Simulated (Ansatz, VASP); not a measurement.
## One calculation of Be2N, two programs

```xyz
3
Lattice="2.0502 1.1837 1.8399 -2.0502 1.1837 1.8399 0.0000 -2.3674 1.8399" Properties=species:S:1:pos:R:3 pbc="T T T"
Be    0.0000    0.0000    4.2441
Be    0.0000    0.0000    1.2756
N     0.0000    0.0000    2.7599
```

Alike in both runs: task single point; functional PBE; k mesh 6 × 6 × 6; occupations gaussian, width 0.1 eV; no spin polarisation.

|  | VASP | Ansatz |
| --- | --- | --- |
| version | VASP 6.6.1 | Ansatz 0.2.0 |
| potentials or method | VASP PAW PBE potentials, release 64 (Be, N), cutoff 600 eV | scalar-relativistic, plane waves, PAW |
| valence electrons in the cell | 9 | 9 |

```csv
,VASP,Ansatz,Ansatz less VASP
gap on the k mesh at the Fermi level (eV),none,none,-
pressure (GPa),3.6,3.7,+0.17
"traceless stress, the component that is largest in VASP (GPa)",29.81,29.95,+0.138
rms of the force components (eV/Å),0.837,0.838,+0.0014
```

Atom by atom the forces differ by 0.001 eV/Å (rms over components). A gap of «none» marks a metal or a gap that the smearing closes.
